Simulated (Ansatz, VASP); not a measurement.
SiC in VASP and in Ansatz

```
CELL_PARAMETERS angstrom
3.07530 0.00000 0.00000
-1.53765 2.66329 0.00000
0.00000 0.00000 4.74544
ATOMIC_POSITIONS crystal
Si 0.33333 0.66667 0.49514
Si 0.66667 0.33333 0.99514
C 0.33333 0.66667 0.87986
C 0.66667 0.33333 0.37986
```

Change from the starting cell: strain along c alone, the other axes held, atoms relaxed: -6.0 %.

Alike in both runs: functional r2SCAN; k mesh 12 × 12 × 6; occupations gaussian, width 0.02 eV; no spin polarisation.

Ansatz relaxed the structure, and its values are those at the end. VASP's run is a single point on that final structure, the one shown.

|  | VASP | Ansatz |
| --- | --- | --- |
| version | VASP 6.6.1 | Ansatz 0.2.0 |
| potentials or method | VASP PAW PBE potentials, release 64 (Si, C), cutoff 520 eV | scalar-relativistic, plane waves, PAW |
| valence electrons in the cell | 16 | 16 |

|  | VASP | Ansatz | Ansatz less VASP |
| --- | --- | --- | --- |
| gap on the k mesh at the Fermi level (eV) | 2.43 | 2.43 | -0.003 |
| least direct gap on the mesh (eV) | 4.08 | 4.07 | -0.007 |
| pressure (GPa) | 15.4 | 15.6 | +0.23 |

VASP's potentials were made for PBE, not for r2SCAN. Ansatz's warnings: stress scf threshold loose.
